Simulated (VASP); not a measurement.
A run of VASP 6.6.1:

File INCAR:

```
PREC = Accurate
ENCUT = 520
EDIFF = 1E-7
ISMEAR = 0
SIGMA = 0.1
LREAL = False
LASPH = True
NELM = 80
ALGO = Normal
ISIF = 2
LWAVE = False
LCHARG = False
GGA = PS
NBANDS = 34
```

KPOINTS

```
regular mesh
0
Gamma
  4 4 1
```

POSCAR

```
InSe2
1.0
    3.8948930000      0.0000000000      0.0000000000
    0.0000000000      3.8948930000      0.0000000000
    0.0000000000      0.0000000000      9.6262310000
In Se
2 4
Direct
    0.0000000000      0.5000000000      0.7064680000
    0.5000000000      0.0000000000      0.2935320000
    0.0000000000      0.5000000000      0.3662120000
    0.5000000000      0.0000000000      0.6337880000
    0.0000000000      0.0000000000      0.0000000000
    0.5000000000      0.5000000000      0.0000000000
```

Potentials or basis: VASP PAW PBE potentials, release 64 (In_d, Se).

Command:

```console
$ cat potpaw_PBE.64/In_d/POTCAR potpaw_PBE.64/Se/POTCAR > POTCAR
$ mpirun -np 1 vasp_std > vasp.out
```

Hardware: 1 thread of Intel Xeon 8259CL (shared host).

**Question.** How long does it take, and how much memory?

**Answer.** Run time: 68 s on 1 thread of Intel Xeon 8259CL, on a shared host, peak memory 0.25 GiB. Counts: scf iterations 16, k points 6.
